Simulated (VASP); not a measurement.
Si2Ni, 3 atoms in the cell. The structure is cubic, space group Fm-3m (No. 225). The conventional cell has a = 5.448 Å, b = 5.448 Å, c = 5.448 Å, α = 90.00°, β = 90.00°, γ = 90.00°. Within 3.1 Å of Ni (site symmetry m-3m) lie 8 Si at 2.36 Å. Si (site symmetry -43m) has 4 Ni at 2.36 Å and 6 Si at 2.72 Å within 3.1 Å. 

```yaml
Program: VASP 6.6.1
Task: single point
Functional: PBE
Potentials_or_basis: VASP PAW PBE potentials, release 64 (Ni, Si)
Cutoff: 520 eV
k_mesh: 9 × 9 × 9
Occupations: fermi-dirac, width 0.05 eV
Spin: collinear spin, ferromagnetic start
Starting_moments: "[1.0, 0.0, 0.0] μB"
Hubbard_terms: Ni d U = 3.0 eV
Dipole_correction: no
Further_INCAR_settings: ALGO = Normal; EDIFF = 1e-07; NBANDS = 20
```

Potentials or basis: VASP PAW PBE potentials, release 64 (Ni, Si).

The run is started by

```bash
$ cat potpaw_PBE.64/Ni/POTCAR potpaw_PBE.64/Si/POTCAR > POTCAR
$ mpirun -np 1 vasp_std > vasp.out
```

Hardware: 1 thread of Intel(R) Xeon(R) 6975P-C (Granite Rapids), with other jobs on the host.

**Question.** Estimate the wall time of this run.

**Answer.** It took 38 s on 1 thread of Intel(R) Xeon(R) 6975P-C (Granite Rapids) (shared host), peak memory 0.2 GiB. Counts: scf iterations 16, k points 35.
